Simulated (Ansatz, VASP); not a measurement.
## One calculation of MgO, two programs

```
CELL_PARAMETERS angstrom
0.00000 2.08032 2.08032
2.08032 0.00000 2.08032
2.08032 2.08032 0.00000
ATOMIC_POSITIONS crystal
Mg 0.00000 0.00000 0.00000
O 0.50000 0.50000 0.50000
```

Alike in both runs: functional LDA; k mesh 10 × 10 × 10; occupations gaussian, width 0.02 eV; no spin polarisation.

Ansatz relaxed the structure, and its values are those at the end. VASP's run is a single point on that final structure, the one shown.

|  | VASP | Ansatz |
| --- | --- | --- |
| version | VASP 6.6.1 | Ansatz 0.2.0 |
| potentials or method | VASP PAW LDA potentials, release 64 (Mg, O), cutoff 600 eV | scalar-relativistic, plane waves, PAW |
| valence electrons in the cell | 8 | 16 |

VASP gave:

```
gap on the k mesh at the Fermi level (eV) : 5.03
least direct gap on the mesh (eV)         : 5.03
pressure (GPa)                            : -2.1
```

Problem. Which values does Ansatz return?

Solution. gap on the k mesh at the Fermi level (eV): 5.03; least direct gap on the mesh (eV): 5.03; pressure (GPa): 0.0.

Ansatz warns that its potentials were made for another functional, while VASP's fit it. LDA's correlation is that of Perdew and Zunger in VASP and of Perdew and Wang (1992) in Ansatz. VASP's potentials hold 8 valence electrons a cell and Ansatz's 16, so a difference there can come from the potentials and not from the codes.
